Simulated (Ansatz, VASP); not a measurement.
Two plane-wave programs on Ti

```xyz
4
Lattice="4.7722 0.0000 0.0000 -2.3861 4.1328 0.0000 0.0000 0.0000 4.8217" Properties=species:S:1:pos:R:3 pbc="T T T"
Ti    0.0000    2.7552    2.4109
Ti    2.3861    1.3776    4.8218
Ti    2.3861    1.3776    2.4108
Ti    0.0000    2.7552    0.0000
```

Alike in both runs: functional PBE; k mesh 6 × 6 × 4; occupations gaussian, width 0.1 eV; no spin polarisation.

Ansatz relaxed the structure, and its values are those at the end. VASP's run is a single point on that final structure, the one shown.

```csv
,VASP,Ansatz
version,VASP 6.6.1,Ansatz 0.2.0
potentials or method,"VASP PAW PBE potentials, release 64 (Ti_sv), cutoff 520 eV","scalar-relativistic, plane waves, PAW"
valence electrons in the cell,48,48
```

```tsv
	VASP	Ansatz	Ansatz less VASP
gap on the k mesh at the Fermi level (eV)	none	none	-
pressure (GPa)	-0.2	0.0	+0.17
```

A gap of «none» marks a metal or a gap that the smearing closes.
